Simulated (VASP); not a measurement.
Set up this calculation in VASP 6.6.1, as the native input.

* Task: single point
* Functional: LDA
* Potentials or basis: VASP PAW LDA potentials, release 64 (Sb)
* Cutoff: 500 eV
* k mesh: 15 × 15 × 15
* Occupations: fermi-dirac, width 0.1 eV
* Spin: no spin polarisation
* Dipole correction: no
* Further INCAR settings: ALGO = Normal; EDIFF = 1e-06; NBANDS = 8

The structure of Sb lies in POSCAR:

```
Sb
1.0
    0.0000000000      1.8604013211      1.8604013211
    1.8604013211      0.0000000000      1.8604013211
    1.8604013211      1.8604013211      0.0000000000
Sb
1
Direct
    0.0000000000      0.0000000000      0.0000000000
```

One way to write it, as run:

INCAR

```
ALGO = Normal ; EDIFF = 1E-6
ENCUT = 500 ; GGA = CA
GGA_COMPAT = F ; ISIF = 2
ISMEAR = -1 ; LASPH = T
LCHARG = F ; LREAL = F
LWAVE = F ; NBANDS = 8
NELM = 120 ; PREC = Accurate
SIGMA = 0.1
```

KPOINTS

```
k-points
0
Gamma
  15 15 15
```

Potentials or basis: VASP PAW LDA potentials, release 64 (Sb).

Run with:

```bash
$ cat potpaw_LDA.64/Sb/POTCAR > POTCAR
$ mpirun -np 1 vasp_std > vasp.out
```

Results of the run:

```
Pressure : 249.1 GPa
```

It took 8 s on 1 thread of Intel Xeon 6975P-C (shared host), peak memory 0.12 GiB.
